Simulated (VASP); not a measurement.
# Na (P6_3/mmc) in VASP: further runs

The runs below take Na through single point, with LDA.

Program: VASP 6.6.1. These are calculated values, not measurements. Logs are shortened: lines on timing, memory, paths and dates and some standing lists are left out, and cuts for length are marked.

## 1. The cell of the first run

It takes space group P6_3/mmc (No. 194, hexagonal). The conventional cell has a = 3.114 Å, b = 3.114 Å, c = 5.278 Å, α = 90.00°, β = 90.00°, γ = 120.00°. Na (site symmetry -6m2) has 12 Na at 3.11 to 3.19 Å within 4.1 Å.

## 2. Single point, LDA

INCAR reads:

```
  PREC = Accurate
  ENCUT = 520
  EDIFF = 1E-7
  ISMEAR = 1
  SIGMA = 0.1
  LREAL = F
  LASPH = T
  NELM = 60
  ALGO = Normal
  ISIF = 2
  LWAVE = F
  LCHARG = F
  NBANDS = 14
```

KPOINTS reads:

```
Automatic mesh
0
Gamma
  9 9 5
```

POSCAR reads:

```
Na
1.0
    3.1136185853      0.0000000000      0.0000000000
   -1.5568092927      2.6964727926      0.0000000000
    0.0000000000      0.0000000000      5.2784494043
Na
2
Direct
    0.3333333333      0.6666666667      0.2500000000
    0.6666666667      0.3333333333      0.7500000000
```

Potentials or basis: VASP PAW LDA potentials, release 64 (Na_pv).

On the command line:

```console
> cat potpaw_LDA.64/Na_pv/POTCAR > POTCAR
> mpirun -np 1 vasp_std > vasp.out
```

OUTCAR:

```text
PREC = Accurate
   ENCUT = 520
   EDIFF = 1E-7
   ISMEAR = 1
   LREAL = F
   LASPH = T
   NELM = 60
   ISIF = 2

 ion  position               nearest neighbor table
   1  0.333  0.667  0.250-
   2  0.667  0.333  0.750-

  LATTYP: Found a hexagonal cell.
 ALAT       =     3.1136185853
 C/A-ratio  =     1.6952781016

  Lattice vectors:

 A1 = (   3.1136185853,   0.0000000000,   0.0000000000)
 A2 = (  -1.5568092927,   2.6964727926,   0.0000000000)
 A3 = (   0.0000000000,   0.0000000000,   5.2784494043)

Analysis of symmetry for initial positions (statically):
=====================================================================
 Subroutine PRICEL returns:
 Original cell was already a primitive cell.

 Routine SETGRP: Setting up the symmetry group for a
 hexagonal supercell.

 Subroutine GETGRP returns: Found 24 space group operations
 (whereof 12 operations were pure point group operations)
 out of a pool of 24 trial point group operations.

The static configuration has the point symmetry D_3d.
 The point group associated with its full space group is D_6h.

Analysis of symmetry for dynamics (positions and initial velocities):
=====================================================================
 Subroutine PRICEL returns:
 Original cell was already a primitive cell.

 Routine SETGRP: Setting up the symmetry group for a
 hexagonal supercell.

 Subroutine GETGRP returns: Found 24 space group operations
 (whereof 12 operations were pure point group operations)
 out of a pool of 24 trial point group operations.

The dynamic configuration has the point symmetry D_3d.
 The point group associated with its full space group is D_6h.

 Subroutine INISYM returns: Found 24 space group operations
 (whereof 12 operations are pure point group operations),
 and found     1 'primitive' translations

----------------------------------------------------------------------------------------

                                     Primitive cell

  volume of cell :      44.3167

  direct lattice vectors                    reciprocal lattice vectors
     3.113618585  0.000000000  0.000000000     0.321169717  0.185427423  0.000000000
    -1.556809293  2.696472793  0.000000000     0.000000000  0.370854845  0.000000000
     0.000000000  0.000000000  5.278449404     0.000000000  0.000000000  0.189449576

  length of vectors
[... 84 lines left out ...]
   EDIFFG = 0.1E-05   stopping-criterion for IOM
   NSW    =      0    number of steps for IOM
   IBRION =     -1    ionic relax: 0-MD 1-quasi-New 2-CG
   NFREE  =      0    steps in history (QN), initial steepest desc. (CG)
   ISIF   =      2    stress and relaxation
   ISYM   =      2    0-nonsym 1-usesym 2-fastsym
   POTIM  = 0.5000    time-step for ionic-motion
   TEBEG  =    0.0;   TEEND  =   0.0 temperature during run
   PSTRESS=    0.0 pullay stress
   NELECT =      14.0000    total number of electrons
   NUPDOWN=      -1.0000    fix difference up-down
   EMIN   =  10.00;   EMAX   =-10.00  energy-range for DOS
   EFERMI =   0.00;   METHOD = LEGACY
   ISMEAR =     1;   SIGMA  =   0.10  broadening in eV -4-tet -1-fermi 0-gaus
   EFERMI_NEDOS =   21; number of points for ismear=-14 and -15
   IALGO  =     38    algorithm
   IMIX   =      4    mixing-type and parameters
     AMIX     =   0.40;   BMIX     =  1.00
     AMIX_MAG =   1.60;   BMIX_MAG =  1.00
  volume/ion in A,a.u.               =      22.16       149.53
  Fermi-wavevector in a.u.,A,eV,Ry     =   1.114966  2.106980 16.914067  1.243149
  Thomas-Fermi vector in A             =   2.251566
   LORBIT       =      0    0 simple, 1 ext, 2 COOP (PROOUT), +10 PAW based schemes
   GGA     = CA    functional components
   LHFCALC =     F    Hartree Fock is set to
   AEXX    =    0.0000 exact exchange contribution
   IVDW    =     0    specifies the selected vdW correction
   LEPSILON=     F    determine dielectric tensor
   LRPA    =     F    only Hartree local field effects (RPA)
 non-spin polarized calculation
 Methfessel and Paxton  Order N= 1 SIGMA  =   0.10
  energy-cutoff  :      520.00
  volume of cell :       44.32
 maximum number of plane-waves:      1206
 NGX is ok and might be reduce to    24
   NGX = 11   NGY = 11   NGZ = 19

 number of electron      13.9999995 magnetization

 Free energy of the ion-electron system (eV)
  ---------------------------------------------------
  ext. energy  EPLUGINS =         0.00000000
  ---------------------------------------------------
  free energy    TOTEN  =        -2.52414977 eV

  energy without entropy =       -2.52435748  energy(sigma->0) =       -2.52421901

 E-fermi :   2.0649     XC(G=0):  -8.3647

 val. band max:        1.9813092181   @ k =   0.2222   0.0000   0.2000
 cond. band min:       2.3274453764   @ k =   0.3333   0.2222   0.0000
 fundamental gap:      0.3461361583
 Fermi energy:         2.0648816551

 k-point     1 :       0.0000    0.0000    0.0000
  band No.  band energies     occupation
      1     -22.8444      2.00000
      2     -22.6772      2.00000
      3     -22.6772      2.00000
      4     -22.6597      2.00000
      5     -22.6572      2.00000
      6     -22.6572      2.00000
      7      -2.4579      2.00000
      8       2.5117     -0.00000
      9       3.3189     -0.00000
     10      15.4966      0.00000
     11      15.5890      0.00000
     12      15.5890      0.00000
     13      16.6719      0.00000
     14      16.6719      0.00000
[... 377 lines left out ...]
      1     -22.8040      2.00000
      2     -22.7952      2.00000
      3     -22.7952      2.00000
      4     -22.7615      2.00000
      5     -22.7093      2.00000
      6     -22.7093      2.00000
      7       3.9516     -0.00000
      8       4.5388      0.00000
      9       4.5388      0.00000
     10       6.7454      0.00000
     11       7.9435      0.00000
     12       7.9435      0.00000
     13      10.6948      0.00000
     14      13.0189      0.00000

 [... further k-points ...]
[... 5 lines left out ...]
  --------------------------------------------------------------------------------------
  -------------------------------------------------------------------------------------
  Total        2.2127977      2.2127977      2.2229093     -0.0000000      0.0000000     -0.0000000
  in kB       79.9989847     79.9989847     80.3645481     -0.0000000      0.0000000     -0.0000000
  external PRESSURE =      80.1208392 kB  Pullay stress =       0.0000000 kB

 VOLUME and BASIS-vectors are now :
 -----------------------------------------------------------------------------
  energy-cutoff  :      520.00
  volume of cell :       44.32
      direct lattice vectors                 reciprocal lattice vectors
     3.113618585  0.000000000  0.000000000     0.321169717  0.185427423  0.000000000
    -1.556809293  2.696472793  0.000000000     0.000000000  0.370854845  0.000000000
     0.000000000  0.000000000  5.278449404     0.000000000  0.000000000  0.189449576

 POSITION                                       TOTAL-FORCE (eV/Angst)
 -----------------------------------------------------------------------------------
     -0.00000      1.79765      1.31961        -0.000000     -0.000000      0.000000
      1.55681      0.89882      3.95884         0.000000      0.000000      0.000000
 -----------------------------------------------------------------------------------
    total drift:                               -0.000000      0.000000      0.000000

  FREE ENERGIE OF THE ION-ELECTRON SYSTEM (eV)
  ---------------------------------------------------
  free  energy   TOTEN  =        -2.5241497701 eV

  energy  without entropy=       -2.5243574797  energy(sigma->0) =       -2.52421901
```

OSZICAR:

```text
N       E                     dE             d eps       ncg     rms          rms(c)
DAV:   1     0.104976093272E+03    0.10498E+03   -0.79838E+03  1008   0.114E+03
DAV:   2     0.121261020082E+01   -0.10376E+03   -0.10215E+03  1032   0.305E+02
DAV:   3    -0.249507242848E+01   -0.37077E+01   -0.37044E+01  1302   0.609E+01
DAV:   4    -0.253842944571E+01   -0.43357E-01   -0.43356E-01  1098   0.731E+00
DAV:   5    -0.253921377108E+01   -0.78433E-03   -0.78431E-03  1296   0.948E-01    0.474E-01
DAV:   6    -0.252994471960E+01    0.92691E-02   -0.19848E-03  1200   0.701E-01    0.293E-01
DAV:   7    -0.252419920725E+01    0.57455E-02   -0.26051E-03  1362   0.682E-01    0.364E-02
DAV:   8    -0.252414908298E+01    0.50124E-04   -0.29299E-04  1260   0.289E-01    0.432E-03
DAV:   9    -0.252414967440E+01   -0.59142E-06   -0.35930E-06  1296   0.270E-02    0.229E-03
DAV:  10    -0.252414977013E+01   -0.95726E-07   -0.32370E-07  1140   0.528E-03
   1 F= -.25241498E+01 E0= -.25242190E+01  d E =0.207710E-03
```

stdout:

```text
POSCAR found type information on POSCAR Na
 POSCAR found :  1 types and       2 ions
 scaLAPACK will be used
 LDA part: xc-table for (Slater(with rela. corr.)+CA(PZ))
 , standard interpolation
 POSCAR, INCAR and KPOINTS ok, starting setup
 FFT: planning ... GRIDC
 FFT: planning ... GRID_SOFT
 FFT: planning ... GRID
 WAVECAR not read
 entering main loop
```

Run time: 12 s. Hardware: 1 thread of AMD EPYC 9R45 (Zen 5), shared host; peak memory 0.11 GiB.

What came out:

| Item | Value |
| --- | --- |
| Free energy | -2.5241 eV |
| Pressure | 8.0 GPa |
| Band gap on the k mesh | zero (band 7 reaches 4.51 eV, above the bottom of band 8 at -0.45 eV) |

[end of part 1 of 2]
